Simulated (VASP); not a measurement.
CdTe, 2 atoms in the cell. Symmetry: F-43m, No. 216, cubic system. Conventional cell: a = 6.560 Å, b = 6.560 Å, c = 6.560 Å, α = 90.00°, β = 90.00°, γ = 90.00°. Cd (site symmetry -43m) has 4 Te at 2.84 Å within 3.7 Å. Within 3.7 Å of Te (site symmetry -43m) lie 4 Cd at 2.84 Å. 

- Program: VASP 6.6.1
- Task: single point
- Functional: PBE0
- Potentials or basis: VASP PAW PBE potentials, release 64 (Cd, Te)
- Cutoff: 520 eV
- k mesh: 4 × 4 × 4
- Occupations: gaussian, width 0.01 eV
- Spin: no spin polarisation
- Dipole correction: no
- Grid for exact exchange (PRECFOCK): Normal
- Further INCAR settings: ALGO = Normal; EDIFF = 1e-06; NBANDS = 16
- Share of exact exchange: 0.25

Potentials or basis: VASP PAW PBE potentials, release 64 (Cd, Te).

Run with:

```console
$ cat potpaw_PBE.64/Cd/POTCAR potpaw_PBE.64/Te/POTCAR > POTCAR
$ cp INCAR.step1 INCAR
$ mpirun -np 1 vasp_std > vasp.out
$ cp INCAR.step2 INCAR
$ mpirun -np 1 vasp_std > vasp.out
```

Hardware: 1 thread of AMD EPYC 7R13 Processor (Zen 3), on a shared host.

Question: How long does it take, and how much memory?

Answer: Run time: 8.8 min on 1 thread of AMD EPYC 7R13 Processor (Zen 3), with other jobs on the host, peak memory 0.19 GiB. Counts: k points 8.
